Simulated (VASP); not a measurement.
Al30Si (a cell with a defect), 31 atoms in the cell. The cell holds a defect, 31 atoms: a = 8.100 Å, b = 8.100 Å, c = 8.100 Å, α = 90.00°, β = 90.00°, γ = 90.00°. 

| Property | Result |
| --- | --- |
| Program | VASP 6.6.1 |
| Task | single point |
| Functional | r2SCAN |
| Potentials or basis | VASP PAW PBE potentials, release 64 (Al, Si) |
| Cutoff | 520 eV |
| k mesh | 2 × 2 × 2 |
| Occupations | fermi-dirac, width 0.1 eV |
| Spin | no spin polarisation |
| Dipole correction | no |
| Further INCAR settings | LREAL = Auto; ALGO = Normal; EDIFF = 1e-06; NBANDS = 68 |

Potentials or basis: VASP PAW PBE potentials, release 64 (Al, Si).

Run with:

```sh
$ cat potpaw_PBE.64/Al/POTCAR potpaw_PBE.64/Si/POTCAR > POTCAR
$ cp INCAR.step1 INCAR
$ mpirun -np 1 vasp_std > vasp.out
$ cp INCAR.step2 INCAR
$ mpirun -np 1 vasp_std > vasp.out
```

Hardware: 1 thread of Oxide Virtual Turin-like Processor, on a shared host.

Q: Estimate the wall time of this run.

A: It took 36 min on 1 thread of Oxide Virtual Turin-like Processor, on a shared host, peak memory 0.6 GiB. Counts: k points 8.
